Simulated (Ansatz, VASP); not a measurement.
## Si: VASP beside Ansatz

```
CELL_PARAMETERS angstrom
-3.27429 3.27429 2.13320
3.27429 -3.27429 2.13320
3.27429 3.27429 -2.13320
ATOMIC_POSITIONS crystal
Si 0.17873 0.17873 0.35746
Si 0.82127 0.82127 0.64254
Si 0.17873 0.82127 0.00000
Si 0.82127 0.17873 0.00000
```

Alike in both runs: task single point; functional PBEsol; k mesh 12 × 12 × 12; occupations gaussian, width 0.03 eV; no spin polarisation.

|  | VASP | Ansatz |
| --- | --- | --- |
| version | VASP 6.6.1 | Ansatz 0.2.0 |
| potentials or method | VASP PAW PBE potentials, release 64 (Si), cutoff 520 eV | scalar-relativistic, plane waves, PAW |
| valence electrons in the cell | 16 | 16 |

```csv
,VASP,Ansatz,Ansatz less VASP
gap on the k mesh at the Fermi level (eV),none,none,-
pressure (GPa),-4.7,-4.8,-0.09
"traceless stress, the component that is largest in VASP (GPa)",-10.89,-10.85,+0.041
rms of the force components (eV/Å),0.597,0.590,-0.0061
```

VASP's potentials were made for PBE, not for PBEsol, and Ansatz warns of the same on its side. Atom by atom the forces differ by 0.006 eV/Å (rms over components). A gap of «none» marks a metal or a gap that the smearing closes.
